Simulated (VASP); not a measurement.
# Ru (Fm-3m) in VASP: notebook

Ru is run at these levels: PBEsol+D4, revPBE; tasks: single point.

Everything below comes from runs of VASP 6.6.1. Logs are shortened: lines on timing, memory, paths and dates and some standing lists are left out, and cuts for length are marked.

## (1) The cell of the first run

Symmetry: Fm-3m, No. 225, cubic system. The conventional cell has a = 3.830 Å, b = 3.830 Å, c = 3.830 Å, α = 90.00°, β = 90.00°, γ = 90.00°. Within 3.6 Å of Ru (site symmetry m-3m) lie 12 Ru at 2.71 Å.

This isn't the form of Ru at room conditions, which is hcp.

## (2) Single point, PBEsol+D4, non-collinear spin, zero start, spin-orbit coupling

File INCAR:

```
SYSTEM = Ru
PREC     = Accurate       ! precision mode
ENCUT    = 500            ! plane-wave cutoff, eV
EDIFF    = 1E-6           ! SCF threshold, eV
ISMEAR   = -1             ! smearing method
SIGMA    = 0.1            ! smearing width, eV
LREAL    = .FALSE.        ! projectors in reciprocal space
LASPH    = .TRUE.         ! aspherical terms in the spheres
NELM     = 200            ! most SCF steps
ALGO     = Normal         ! electronic algorithm
ISIF     = 2              ! what is computed and relaxed
LWAVE    = .FALSE.        ! write WAVECAR
LCHARG   = .TRUE.         ! write CHGCAR
MAGMOM   = 0 0 0          ! initial moments
LORBIT   = 11             ! projections on sites
LSORBIT  = .TRUE.         ! spin-orbit coupling
GGA_COMPAT= .FALSE.      
LORBMOM  = .TRUE.       
LMAXMIX  = 4              ! l up to which the mixer works
GGA      = PS             ! functional
IVDW     = 13             ! dispersion correction
LVHAR    = .TRUE.       
NBANDS   = 25             ! bands
```

File KPOINTS:

```
Automatic mesh
0
G
  12 12 12
  0 0 0
```

File POSCAR:

```
Ru
1.0
    0.0000000000      1.9150000000      1.9150000000
    1.9150000000      0.0000000000      1.9150000000
    1.9150000000      1.9150000000      0.0000000000
Ru
1
Direct
    0.0000000000      0.0000000000      0.0000000000
```

Potentials or basis: VASP PAW PBE potentials, release 64 (Ru_pv).

Started as:

```bash
> cat potpaw_PBE.64/Ru_pv/POTCAR > POTCAR
> mpirun -np 1 vasp_ncl > vasp.out
```

OUTCAR:

```text
SYSTEM = Ru
   PREC = Accurate
   ENCUT = 500
   EDIFF = 1E-6
   ISMEAR = -1
   LREAL = .FALSE.
   LASPH = .TRUE.
   NELM = 200
   ISIF = 2
   LORBIT = 11
   LSORBIT = .TRUE.
   GGA = PS
   IVDW = 13

 ion  position               nearest neighbor table
   1  0.000  0.000  0.000-

  LATTYP: Found a face centered cubic cell.
 ALAT       =     3.8300000000

  Lattice vectors:

 A1 = (   0.0000000000,   1.9150000000,   1.9150000000)
 A2 = (   1.9150000000,   0.0000000000,   1.9150000000)
 A3 = (   1.9150000000,   1.9150000000,   0.0000000000)

Analysis of symmetry for initial positions (statically):
=====================================================================
 Subroutine PRICEL returns:
 Original cell was already a primitive cell.

 Routine SETGRP: Setting up the symmetry group for a
 face centered cubic supercell.

 Subroutine GETGRP returns: Found 48 space group operations
 (whereof 48 operations were pure point group operations)
 out of a pool of 48 trial point group operations.

The static configuration has the point symmetry O_h .

Analysis of symmetry for dynamics (positions and initial velocities):
=====================================================================
 Subroutine PRICEL returns:
 Original cell was already a primitive cell.

 Routine SETGRP: Setting up the symmetry group for a
 face centered cubic supercell.

 Subroutine GETGRP returns: Found 48 space group operations
 (whereof 48 operations were pure point group operations)
 out of a pool of 48 trial point group operations.

The dynamic configuration has the point symmetry O_h .

Analysis of structural, dynamic, and magnetic symmetry:
=====================================================================
 Subroutine PRICEL returns:
 Original cell was already a primitive cell.

 Routine SETGRP: Setting up the symmetry group for a
 face centered cubic supercell.

 Subroutine GETGRP returns: Found 48 space group operations
 (whereof 48 operations were pure point group operations)
 out of a pool of 48 trial point group operations.

The overall configuration has the point symmetry O_h .

 Subroutine INISYM returns: Found 48 space group operations
 (whereof 48 operations are pure point group operations),
 and found     1 'primitive' translations

----------------------------------------------------------------------------------------

                                     Primitive cell

  volume of cell :      14.0455

  direct lattice vectors                    reciprocal lattice vectors
     0.000000000  1.915000000  1.915000000    -0.261096606  0.261096606  0.261096606
     1.915000000  0.000000000  1.915000000     0.261096606 -0.261096606  0.261096606
     1.915000000  1.915000000  0.000000000     0.261096606  0.261096606 -0.261096606

  length of vectors
     2.708218972  2.708218972  2.708218972     0.452232587  0.452232587  0.452232587

  position of ions in fractional coordinates (direct lattice)
     0.000000000  0.000000000  0.000000000

  ion indices of the primitive-cell ions
   primitive index   ion index
                 1           1

----------------------------------------------------------------------------------------

 KPOINTS: Automatic mesh

Automatic generation of k-mesh.
 Grid dimensions read from file:
 generate k-points for:   12   12   12

 Generating k-lattice:

  Cartesian coordinates                     Fractional coordinates (reciprocal lattice)
    -0.021758050  0.021758050  0.021758050     0.083333333  0.000000000  0.000000000
     0.021758050 -0.021758050  0.021758050     0.000000000  0.083333333  0.000000000
     0.021758050  0.021758050 -0.021758050     0.000000000  0.000000000  0.083333333

  Length of vectors
     0.037686049  0.037686049  0.037686049

  Shift w.r.t. Gamma in fractional coordinates (k-lattice)
     0.000000000  0.000000000  0.000000000

 Subroutine IBZKPT returns following result:
 ===========================================

 Found     72 irreducible k-points:

[... 44 lines left out ...]
   NELM   =    200;   NELMIN=  2; NELMDL= -5     # of ELM steps
   EDIFF  = 0.1E-05   stopping-criterion for ELM
   LREAL  =      F    real-space projection
   EDIFFG = 0.1E-04   stopping-criterion for IOM
   NSW    =      0    number of steps for IOM
   IBRION =     -1    ionic relax: 0-MD 1-quasi-New 2-CG
   NFREE  =      0    steps in history (QN), initial steepest desc. (CG)
   ISIF   =      2    stress and relaxation
   ISYM   =      2    0-nonsym 1-usesym 2-fastsym
   POTIM  = 0.5000    time-step for ionic-motion
   TEBEG  =    0.0;   TEEND  =   0.0 temperature during run
   PSTRESS=    0.0 pullay stress
   NELECT =      14.0000    total number of electrons
   NUPDOWN=      -1.0000    fix difference up-down
   EMIN   =  10.00;   EMAX   =-10.00  energy-range for DOS
   EFERMI =   0.00;   METHOD = LEGACY
   ISMEAR =    -1;   SIGMA  =   0.10  broadening in eV -4-tet -1-fermi 0-gaus
   EFERMI_NEDOS =   21; number of points for ismear=-14 and -15
   IALGO  =     38    algorithm
   IMIX   =      4    mixing-type and parameters
     AMIX     =   0.40;   BMIX     =  1.00
     AMIX_MAG =   1.60;   BMIX_MAG =  1.00
  volume/ion in A,a.u.               =      14.05        94.78
  Fermi-wavevector in a.u.,A,eV,Ry     =   1.635330  3.090326 36.386117  2.674304
  Thomas-Fermi vector in A             =   2.726821
   LORBIT       =     11    0 simple, 1 ext, 2 COOP (PROOUT), +10 PAW based schemes
   GGA     = PS    functional components
   LHFCALC =     F    Hartree Fock is set to
   AEXX    =    0.0000 exact exchange contribution
   IVDW    =    13    specifies the selected vdW correction
   LEPSILON=     F    determine dielectric tensor
   LRPA    =     F    only Hartree local field effects (RPA)
  energy-cutoff  :      500.00
  volume of cell :       14.05
 maximum number of plane-waves:       736
   NGX =  9   NGY =  9   NGZ =  9

 number of electron      14.0000000 magnetization       0.0000000      0.0000000      0.0000000

 number of electron      13.9999998 magnetization       0.0000000      0.0000000     -0.0000000

 number of electron      13.9999998 magnetization      -0.0000000     -0.0000000      0.0000000

 Free energy of the ion-electron system (eV)
  ---------------------------------------------------
  ext. energy  EPLUGINS =         0.00000000
  ---------------------------------------------------
  free energy    TOTEN  =       -10.17995190 eV

  energy without entropy =      -10.15093036  energy(sigma->0) =      -10.16544113

 E-fermi :  12.0174     XC(G=0): -14.0714

 val. band max:       12.0043990371   @ k =  -0.4167   0.3333   0.0000
 cond. band min:      12.0190637609   @ k =  -0.3333   0.4167   0.0833
 fundamental gap:      0.0146647239
 Fermi energy:        12.0173589071

 k-point     1 :       0.0000    0.0000    0.0000
  band No.  band energies     occupation
      1     -32.6366      1.00000
      2     -32.6366      1.00000
      3     -29.2624      1.00000
      4     -29.2624      1.00000
      5     -29.2624      1.00000
      6     -29.2624      1.00000
[... 661 lines left out ...]
     24      27.8038      0.00000
     25      30.6189      0.00000

 [... further k-points ...]

------------------------ aborting loop because EDIFF is reached ----------------------------------------

  DFT-D4 for vdW energy calculation

  Edisp (eV):   -0.29540

  FORCE on cell =-STRESS in cart. coord.  units (eV):
  Direction    XX          YY          ZZ          XY          YZ          ZX
  --------------------------------------------------------------------------------------
  -------------------------------------------------------------------------------------
  Total      -1.54566    -1.54566    -1.54566     0.00000     0.00000     0.00000
  in kB    -176.31406  -176.31406  -176.31406     0.00000     0.00000     0.00000
  external pressure =     -176.31 kB  Pullay stress =        0.00 kB

 VOLUME and BASIS-vectors are now :
 -----------------------------------------------------------------------------
  energy-cutoff  :      500.00
  volume of cell :       14.05
      direct lattice vectors                 reciprocal lattice vectors
     0.000000000  1.915000000  1.915000000    -0.261096606  0.261096606  0.261096606
     1.915000000  0.000000000  1.915000000     0.261096606 -0.261096606  0.261096606
     1.915000000  1.915000000  0.000000000     0.261096606  0.261096606 -0.261096606

 POSITION                                       TOTAL-FORCE (eV/Angst)
 -----------------------------------------------------------------------------------
      0.00000      0.00000      0.00000         0.000000      0.000000      0.000000
 -----------------------------------------------------------------------------------
    total drift:                                0.000000     -0.000000      0.000000

  FREE ENERGIE OF THE ION-ELECTRON SYSTEM (eV)
  ---------------------------------------------------
  free  energy   TOTEN  =       -10.4753565246 eV

  energy  without entropy=      -10.4463349845  energy(sigma->0) =      -10.46084575

 orbital moment (x)

 # of ion     p       d       tot
 ----------------------------------------
  1         0.000  -0.000  -0.000
 ----------------------------------------
            0.000  -0.000  -0.000

 orbital moment (y)

 # of ion     p       d       tot
 ----------------------------------------
  1         0.000   0.000   0.000
 ----------------------------------------
            0.000   0.000   0.000

 orbital moment (z)

 # of ion     p       d       tot
 ----------------------------------------
  1         0.000   0.000   0.000
 ----------------------------------------
            0.000   0.000   0.000

 Spin-Orbit-Coupling matrix elements

 Ion:    1  E_soc:     -0.2678132
 l=   1
     0.0000000    -0.0364093    -0.0364093
    -0.0364093     0.0000000    -0.0364093
    -0.0364093    -0.0364093     0.0000000
 l=   2
     0.0000000    -0.0014667     0.0000000    -0.0014667    -0.0067596
    -0.0014667     0.0000000    -0.0050697    -0.0014667    -0.0016899
     0.0000000    -0.0050697     0.0000000    -0.0050697     0.0000000
    -0.0014667    -0.0014667    -0.0050697     0.0000000    -0.0016899
    -0.0067596    -0.0016899     0.0000000    -0.0016899     0.0000000
 l=   3
     0.0000000     0.0000000     0.0000000     0.0000000     0.0000000     0.0000000     0.0000000
     0.0000000     0.0000000     0.0000000     0.0000000     0.0000000     0.0000000     0.0000000
     0.0000000     0.0000000     0.0000000     0.0000000     0.0000000     0.0000000     0.0000000
     0.0000000     0.0000000     0.0000000     0.0000000     0.0000000     0.0000000     0.0000000
     0.0000000     0.0000000     0.0000000     0.0000000     0.0000000     0.0000000     0.0000000
     0.0000000     0.0000000     0.0000000     0.0000000     0.0000000     0.0000000     0.0000000
     0.0000000     0.0000000     0.0000000     0.0000000     0.0000000     0.0000000     0.0000000

 total charge

# of ion       s       p       d       tot
------------------------------------------
    1        0.393   6.294   5.907  12.594

 magnetization (x)

# of ion       s       p       d       tot
------------------------------------------
    1        0.000   0.000  -0.000   0.000

 magnetization (y)

# of ion       s       p       d       tot
------------------------------------------
    1       -0.000  -0.000  -0.000  -0.000

 magnetization (z)

# of ion       s       p       d       tot
------------------------------------------
    1        0.000  -0.000  -0.000  -0.000
```

Wall time 24 s (1 thread of Intel Xeon 6975P-C (Granite Rapids), shared host); peak memory 0.17 GiB.

What came out:

```yaml
Free_energy: -10.4754 eV
Pressure: -17.6 GPa
Net_moment: 0.00 μB per cell
Valence_electrons_inside_the_program's_atomic_spheres: Ru 12.59
Dispersion_energy_per_atom: -0.295 eV
```

Moments on the atoms (μB; x, y, z):
```
Ru  0.00 0.00 0.00
```

Caveat: the cell stands under tension; the PAW data sets were made with another functional, which shifts forces and pressure a little.

## (3) Single point, revPBE

File INCAR:

```
PREC     = Accurate       # precision mode
ENCUT    = 500            # plane-wave cutoff, eV
EDIFF    = 1E-6           # SCF threshold, eV
ISMEAR   = 0              # smearing method
SIGMA    = 0.025          # smearing width, eV
LREAL    = False          # projectors in reciprocal space
LASPH    = True           # aspherical terms in the spheres
NELM     = 120            # most SCF steps
ALGO     = Normal         # electronic algorithm
ISIF     = 2              # what is computed and relaxed
LWAVE    = False          # write WAVECAR
LCHARG   = False          # write CHGCAR
GGA      = RE             # functional
NBANDS   = 13             # bands
GGA_COMPAT= False
```

File KPOINTS:

```
regular mesh
0
Gamma
  12 12 12
```

POSCAR is that of step 2.

Potentials or basis: VASP PAW PBE potentials, release 64 (Ru_pv).

Started as:

```bash
> cat potpaw_PBE.64/Ru_pv/POTCAR > POTCAR
> mpirun -np 1 vasp_std > vasp.out
```

OUTCAR:

```text
PREC = Accurate
   ENCUT = 500
   EDIFF = 1E-6
   ISMEAR = 0
   LREAL = False
   LASPH = True
   NELM = 120
   ISIF = 2
   GGA = RE

 ion  position               nearest neighbor table
   1  0.000  0.000  0.000-

  LATTYP: Found a face centered cubic cell.
 ALAT       =     3.8300000000

  Lattice vectors:

 A1 = (   0.0000000000,   1.9150000000,   1.9150000000)
 A2 = (   1.9150000000,   0.0000000000,   1.9150000000)
 A3 = (   1.9150000000,   1.9150000000,   0.0000000000)

[... 561 lines left out ...]
     13      30.9022      0.00000

 [... further k-points ...]

------------------------ aborting loop because EDIFF is reached ----------------------------------------

  FORCE on cell =-STRESS in cart. coord.  units (eV):
  Direction    XX          YY          ZZ          XY          YZ          ZX
  --------------------------------------------------------------------------------------
  -------------------------------------------------------------------------------------
  Total       -0.1507162     -0.1507162     -0.1507162      0.0000000      0.0000000     -0.0000000
  in kB      -17.1923099    -17.1923099    -17.1923099      0.0000000      0.0000000     -0.0000000
  external PRESSURE =     -17.1923099 kB  Pullay stress =       0.0000000 kB

 VOLUME and BASIS-vectors are now :
 -----------------------------------------------------------------------------
  energy-cutoff  :      500.00
  volume of cell :       14.05
      direct lattice vectors                 reciprocal lattice vectors
     0.000000000  1.915000000  1.915000000    -0.261096606  0.261096606  0.261096606
     1.915000000  0.000000000  1.915000000     0.261096606 -0.261096606  0.261096606
     1.915000000  1.915000000  0.000000000     0.261096606  0.261096606 -0.261096606

 POSITION                                       TOTAL-FORCE (eV/Angst)
 -----------------------------------------------------------------------------------
      0.00000      0.00000      0.00000         0.000000      0.000000      0.000000
 -----------------------------------------------------------------------------------
    total drift:                                0.000000      0.000000      0.000000

  FREE ENERGIE OF THE ION-ELECTRON SYSTEM (eV)
  ---------------------------------------------------
  free  energy   TOTEN  =        -8.6246647536 eV

  energy  without entropy=       -8.6242663227  energy(sigma->0) =       -8.62446554
```

stdout:

```text
POSCAR found type information on POSCAR Ru
 POSCAR found :  1 types and       1 ions
 scaLAPACK will be used
 -----------------------------------------------------------------------------
|                                                                             |
|                                                                             |
|     You enforced a specific xc type in the INCAR file but a different       |
|     I HOPE YOU KNOW WHAT YOU ARE DOING!                                     |
|                                                                             |
 -----------------------------------------------------------------------------

 LDA part: xc-table for (Slater+PW92), standard interpolation
 POSCAR, INCAR and KPOINTS ok, starting setup
 FFT: planning ... GRIDC
 FFT: planning ... GRID_SOFT
 FFT: planning ... GRID
 WAVECAR not read
 entering main loop
```

It took 9.1 s on 1 thread of Intel Xeon 6975P-C (Granite Rapids), shared host; peak memory 0.13 GiB.

Results:

| Item | Value |
| --- | --- |
| Free energy | -8.6247 eV |
| Pressure | -1.7 GPa |
| Band gap on the k mesh | zero (bands 7 and 8 overlap by 3.25 eV) |

Levels at points of the mesh, in eV from the Fermi level:
```csv
k point,band 4,band 5,band 6,band 7,band 8,band 9,band 10,band 11
"(0.00, 0.00, 0.00)",-7.69,-2.46,-2.46,-2.46,-0.14,-0.14,10.63,15.07
"(0.50, 0.00, 0.00)",-5.81,-2.57,-2.57,1.01,1.63,1.63,9.68,10.63
"(0.50, 0.50, 0.00)",-6.09,-5.63,1.59,2.12,2.12,3.57,10.63,13.25
```

Caveat: an empty level that is flat over the whole mesh can mark a ghost state of the potentials, or a narrow d or f band; the PAW data sets were made with another functional, which shifts forces and pressure a little.
